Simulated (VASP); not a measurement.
# Te2Pt in VASP: relaxation of the atoms with PBE+D3(BJ)

Aim: the relaxation of the atoms of Te2Pt with PBE+D3(BJ).

Program: VASP 6.6.1. These are calculated values, not measurements. Logs are shortened: lines on timing, memory, paths and dates and some standing lists are left out, and cuts for length are marked.

**1. The cell of the first run**

The cell holds a sheet with vacuum, 6 atoms: a = 4.026 Å, b = 4.026 Å, c = 25.961 Å, α = 90.00°, β = 90.00°, γ = 120.00°.

**2. Relaxation of the atoms, PBE+D3(BJ)**

INCAR

```
SYSTEM = Te2Pt
ALGO = Normal
DIPOL = 0.5 0.5 0.500
EDIFF = 1E-7
EDIFFG = -0.01
ENCUT = 450
GGA = PE
GGA_COMPAT = .FALSE.
IBRION = 2
IDIPOL = 3
ISIF = 2
ISMEAR = 0
IVDW = 12
LASPH = .TRUE.
LCHARG = .FALSE.
LDIPOL = .TRUE.
LREAL = .FALSE.
LWAVE = .FALSE.
NELM = 120
NELMDL = -8
NELMIN = 4
NSW = 100
PREC = Accurate
SIGMA = 0.05
```

KPOINTS

```
k-points
0
G
  14 14 1
  0 0 0
```

POSCAR

```
Te2Pt
1.0
    4.0260000000      0.0000000000      0.0000000000
   -2.0130000000      3.4866182756      0.0000000000
    0.0000000000      0.0000000000     25.9610000000
Te Pt
4 2
Direct
    0.6666666667      0.3333333333      0.3466738569
    0.3333333333      0.6666666667      0.4522167867
    0.6666666667      0.3333333333      0.5477832133
    0.3333333333      0.6666666667      0.6533261431
    0.0000000000      0.0000000000      0.3994453218
    0.0000000000      0.0000000000      0.6005546782
```

Potentials or basis: VASP PAW PBE potentials, release 64 (Te, Pt).

Run with:

```
> cat potpaw_PBE.64/Te/POTCAR potpaw_PBE.64/Pt/POTCAR > POTCAR
> mpirun -np 1 vasp_std > vasp.out
```

OUTCAR:

```text
SYSTEM = Te2Pt
   EDIFF = 1E-7
   EDIFFG = -0.01
   ENCUT = 450
   GGA = PE
   IBRION = 2
   ISIF = 2
   ISMEAR = 0
   IVDW = 12
   LASPH = .TRUE.
   LREAL = .FALSE.
   NELM = 120
   NELMDL = -8
   NELMIN = 4
   NSW = 100
   PREC = Accurate
 IVDW          = 12

 ion  position               nearest neighbor table
   1  0.667  0.333  0.347-   5 2.70   5 2.70   5 2.70   2 3.59   2 3.59   2 3.59
   2  0.333  0.667  0.452-   5 2.70   5 2.70   5 2.70   3 3.40   3 3.40   3 3.40   1 3.59   1 3.59
                             1 3.59
   3  0.667  0.333  0.548-   6 2.70   6 2.70   6 2.70   2 3.40   2 3.40   2 3.40   4 3.59   4 3.59
                             4 3.59
   4  0.333  0.667  0.653-   6 2.70   6 2.70   6 2.70   3 3.59   3 3.59   3 3.59
   5  0.000  0.000  0.399-   2 2.70   1 2.70   2 2.70   1 2.70   2 2.70   1 2.70
   6  0.000  0.000  0.601-   3 2.70   4 2.70   3 2.70   4 2.70   3 2.70   4 2.70

  LATTYP: Found a hexagonal cell.
 ALAT       =     4.0260000000
 C/A-ratio  =     6.4483358172

  Lattice vectors:

 A1 = (   4.0260000000,   0.0000000000,   0.0000000000)
 A2 = (  -2.0130000000,   3.4866182756,   0.0000000000)
 A3 = (   0.0000000000,   0.0000000000,  25.9610000000)

Analysis of symmetry for initial positions (statically):
=====================================================================
 Subroutine PRICEL returns:
 Original cell was already a primitive cell.

 Routine SETGRP: Setting up the symmetry group for a
 hexagonal supercell.

 Subroutine GETGRP returns: Found 12 space group operations
 (whereof 12 operations were pure point group operations)
 out of a pool of 24 trial point group operations.

The static configuration has the point symmetry D_3d.

Analysis of symmetry for dynamics (positions and initial velocities):
=====================================================================
 Subroutine PRICEL returns:
 Original cell was already a primitive cell.

 Routine SETGRP: Setting up the symmetry group for a
 hexagonal supercell.

 Subroutine GETGRP returns: Found 12 space group operations
 (whereof 12 operations were pure point group operations)
 out of a pool of 24 trial point group operations.

The dynamic configuration has the point symmetry D_3d.

 Subroutine INISYM returns: Found 12 space group operations
 (whereof 12 operations are pure point group operations),
 and found     1 'primitive' translations

----------------------------------------------------------------------------------------

                                     Primitive cell

  volume of cell :     364.4178

  direct lattice vectors                    reciprocal lattice vectors
     4.026000000  0.000000000  0.000000000     0.248385494  0.143405432  0.000000000
    -2.013000000  3.486618276  0.000000000     0.000000000  0.286810864  0.000000000
     0.000000000  0.000000000 25.961000000     0.000000000  0.000000000  0.038519317

  length of vectors
     4.026000000  4.026000000 25.961000000     0.286810864  0.286810864  0.038519317

  position of ions in fractional coordinates (direct lattice)
     0.666666667  0.333333333  0.346673857
     0.333333333  0.666666667  0.452216787
     0.666666667  0.333333333  0.547783213
     0.333333333  0.666666667  0.653326143
     0.000000000  0.000000000  0.399445322
     0.000000000  0.000000000  0.600554678

  ion indices of the primitive-cell ions
   primitive index   ion index
                 1           1
                 2           2
                 3           3
                 4           4
                 5           5
                 6           6

----------------------------------------------------------------------------------------

 KPOINTS: k-points

Automatic generation of k-mesh.
 Grid dimensions read from file:
 generate k-points for:   14   14    1

 Generating k-lattice:

  Cartesian coordinates                     Fractional coordinates (reciprocal lattice)
     0.017741821  0.010243245  0.000000000     0.071428571  0.000000000  0.000000000
     0.000000000  0.020486490  0.000000000     0.000000000  0.071428571  0.000000000
     0.000000000  0.000000000  0.038519317     0.000000000  0.000000000  1.000000000

  Length of vectors
     0.020486490  0.020486490  0.038519317

  Shift w.r.t. Gamma in fractional coordinates (k-lattice)
     0.000000000  0.000000000  0.000000000

 Subroutine IBZKPT returns following result:
 ===========================================

 Found     24 irreducible k-points:

 Following reciprocal coordinates:
            Coordinates               Weight
  0.000000  0.000000  0.000000      1.000000
  0.071429  0.000000  0.000000      6.000000
  0.142857  0.000000  0.000000      6.000000
  0.214286 -0.000000  0.000000      6.000000
  0.285714  0.000000  0.000000      6.000000
  0.357143 -0.000000  0.000000      6.000000
[... 16 lines left out ...]
  0.285714  0.285714  0.000000      6.000000
  0.357143  0.285714  0.000000      6.000000
   k-points           NKPTS =     24   k-points in BZ     NKDIM =     24   number of bands    NBANDS=     26
   number of dos      NEDOS =    301   number of ions     NIONS =      6
   total plane-waves  NPLWV = 141120
   dimension x,y,z NGX =    28 NGY =   28 NGZ =  180
   dimension x,y,z NGXF=    56 NGYF=   56 NGZF=  360
   ions per type =               4   2
   NGX,Y,Z   is equivalent  to a cutoff of  11.56, 11.56, 11.53 a.u.
   NGXF,Y,Z  is equivalent  to a cutoff of  23.12, 23.12, 23.05 a.u.
 SYSTEM =  Te2Pt
   PREC   = accura    normal or accurate (medium, high low for compatibility)
   ISTART =      0    job   : 0-new  1-cont  2-samecut
   ICHARG =      2    charge: 1-file 2-atom 10-const
   ISPIN  =      1    spin polarized calculation?
   LNONCOLLINEAR =      F non collinear calculations
   LSORBIT =      F    spin-orbit coupling
   LASPH  =      T    aspherical Exc in radial PAW
   ENCUT  =  450.0 eV  33.07 Ry    5.75 a.u.   6.96  6.96 44.90*2*pi/ulx,y,z
   NELM   =    120;   NELMIN=  4; NELMDL= -8     # of ELM steps
   EDIFF  = 0.1E-06   stopping-criterion for ELM
   LREAL  =      F    real-space projection
   EDIFFG = -.1E-01   stopping-criterion for IOM
   NSW    =    100    number of steps for IOM
   IBRION =      2    ionic relax: 0-MD 1-quasi-New 2-CG
   NFREE  =      1    steps in history (QN), initial steepest desc. (CG)
   ISIF   =      2    stress and relaxation
   ISYM   =      2    0-nonsym 1-usesym 2-fastsym
   POTIM  = 0.5000    time-step for ionic-motion
   TEBEG  =    0.0;   TEEND  =   0.0 temperature during run
   PSTRESS=    0.0 pullay stress
   NELECT =      44.0000    total number of electrons
   NUPDOWN=      -1.0000    fix difference up-down
   EMIN   =  10.00;   EMAX   =-10.00  energy-range for DOS
   EFERMI =   0.00;   METHOD = LEGACY
   ISMEAR =     0;   SIGMA  =   0.05  broadening in eV -4-tet -1-fermi 0-gaus
   EFERMI_NEDOS =   21; number of points for ismear=-14 and -15
   IALGO  =     38    algorithm
   IMIX   =      4    mixing-type and parameters
     AMIX     =   0.40;   BMIX     =  1.00
     AMIX_MAG =   1.60;   BMIX_MAG =  1.00
  volume/ion in A,a.u.               =      60.74       409.87
  Fermi-wavevector in a.u.,A,eV,Ry     =   0.809144  1.529061  8.907927  0.654714
  Thomas-Fermi vector in A             =   1.918080
   LORBIT       =      0    0 simple, 1 ext, 2 COOP (PROOUT), +10 PAW based schemes
   GGA     = PE    functional components
   LHFCALC =     F    Hartree Fock is set to
   AEXX    =    0.0000 exact exchange contribution
   IVDW    =    12    specifies the selected vdW correction
   LEPSILON=     F    determine dielectric tensor
   LRPA    =     F    only Hartree local field effects (RPA)
 conjugate gradient relaxation of ions
 non-spin polarized calculation
 Gauss-broadening in eV      SIGMA  =   0.05
  energy-cutoff  :      450.00
  volume of cell :      364.42
 maximum number of plane-waves:      7936
 NGX is ok and might be reduce to    28
   NGX = 13   NGY = 13   NGZ = 89

--------------------------------------- Ionic step        1  -------------------------------------------

 number of electron      44.0000004 magnetization

 Free energy of the ion-electron system (eV)
  ---------------------------------------------------
  ext. energy  EPLUGINS =         0.00000000
  ---------------------------------------------------
  free energy    TOTEN  =       -26.98727875 eV

  energy without entropy =      -26.98438222  energy(sigma->0) =      -26.98583048

------------------------ aborting loop because EDIFF is reached ----------------------------------------

 Edisp (eV)   -2.65751

 E8    (eV) :    -1.2605
[... 117 lines left out ...]
  FREE ENERGIE OF THE ION-ELECTRON SYSTEM (eV)
  ---------------------------------------------------
  free  energy   TOTEN  =       -29.6540853704 eV

  energy  without entropy=      -29.6512599928  energy(sigma->0) =      -29.65267268

[... ionic steps 4 to 7 ...]

--------------------------------------- Ionic step        8  -------------------------------------------

 number of electron      44.0000009 magnetization

------------------------ aborting loop because EDIFF is reached ----------------------------------------
[... 39 lines left out ...]
--------------------------------------- Ionic step        9  -------------------------------------------

 number of electron      44.0000011 magnetization

 dipolmoment           0.000000      0.000000      0.000000 electrons x Angstroem

------------------------ aborting loop because EDIFF is reached ----------------------------------------

 Edisp (eV)   -2.68095

 E8    (eV) :    -1.2721
[... 35 lines left out ...]
--------------------------------------- Ionic step       10  -------------------------------------------

 number of electron      44.0000010 magnetization

 dipolmoment           0.000000      0.000000     -0.000000 electrons x Angstroem

 Free energy of the ion-electron system (eV)
  ---------------------------------------------------
  ext. energy  EPLUGINS =         0.00000000
  ---------------------------------------------------
  free energy    TOTEN  =       -26.97636398 eV

  energy without entropy =      -26.97366264  energy(sigma->0) =      -26.97501331

 E-fermi :   1.0096     XC(G=0):  -4.7851

 val. band max:        1.0076199212   @ k =   0.3571   0.2857   0.0000
 cond. band min:       1.0151822746   @ k =   0.2857   0.0000   0.0000
 fundamental gap:      0.0075623533
 Fermi energy:         1.0095571451

 k-point     1 :       0.0000    0.0000    0.0000
  band No.  band energies     occupation
      1     -12.9559      2.00000
      2     -12.2941      2.00000
      3     -10.9426      2.00000
      4     -10.0400      2.00000
      5      -5.2973      2.00000
      6      -4.7213      2.00000
[... 685 lines left out ...]
     25       2.3723      0.00000
     26       2.6469      0.00000

------------------------ aborting loop because EDIFF is reached ----------------------------------------

 vacuum level on the upper side and lower side of the slab       (xc-potential included)        -0.042        -0.042

 Edisp (eV)   -2.68193

 E8    (eV) :    -1.2726

  FORCE on cell =-STRESS in cart. coord.  units (eV):
  Direction    XX          YY          ZZ          XY          YZ          ZX
  --------------------------------------------------------------------------------------
  -------------------------------------------------------------------------------------
  Total      -0.72139    -0.72139    -0.05292     0.00000     0.00000     0.00000
  in kB      -3.17161    -3.17161    -0.23264     0.00000     0.00000     0.00000
  external pressure =       -2.19 kB  Pullay stress =        0.00 kB
[... 21 lines left out ...]
  FREE ENERGIE OF THE ION-ELECTRON SYSTEM (eV)
  ---------------------------------------------------
  free  energy   TOTEN  =       -29.6582958633 eV

  energy  without entropy=      -29.6555945260  energy(sigma->0) =      -29.65694519

 reached required accuracy - stopping structural energy minimisation

 vacuum level on the upper side and lower side of the slab         5.213         5.213
```

Run time: 12 min. Hardware: 1 thread of Intel Xeon 6975P-C (Granite Rapids), shared host; peak memory 0.5 GiB.

Results:

```yaml
Free_energy: -29.6583 eV
Energy_gained_by_relaxing: 2.3 meV/atom
Ionic_steps: 10
Largest_force_after_relaxing: 0.008 eV/Å
Band_gap_on_the_k_mesh: zero (bands 22 and 23 overlap by 0.49 eV)
Dispersion_energy_per_atom: -0.447 eV
```

Forces on the atoms (eV/Å):
```
Te   0.000  0.000  0.008
Te   0.000  0.000 -0.007
Te   0.000  0.000  0.007
Te   0.000  0.000 -0.008
Pt   0.000  0.000 -0.004
Pt   0.000  0.000  0.004
```

The path:
```csv
step,energy change (eV),largest force (eV/Å),pressure (GPa)
1,0.0000,0.3363,-0.17
2,-0.0089,0.0756,-0.29
3,-0.0093,0.0812,-0.32
4,-0.0099,0.0485,-0.35
5,-0.0102,0.0744,-0.44
6,-0.0103,0.0593,-0.41
7,-0.0109,0.0544,-0.39
8,-0.0123,0.0399,-0.34
9,-0.0135,0.0107,-0.23
10,-0.0135,0.0083,-0.22
```

Final structure:
```
CELL_PARAMETERS angstrom
4.02600 0.00000 0.00000
-2.01300 3.48662 0.00000
0.00000 0.00000 25.96100
ATOMIC_POSITIONS crystal
Te 0.66667 0.33333 0.34769
Te 0.33333 0.66667 0.45363
Te 0.66667 0.33333 0.54637
Te 0.33333 0.66667 0.65231
Pt 0.00000 0.00000 0.40169
Pt 0.00000 0.00000 0.59831
```

Caveat: spin-orbit coupling is left out, which moves the levels of the heavy elements.
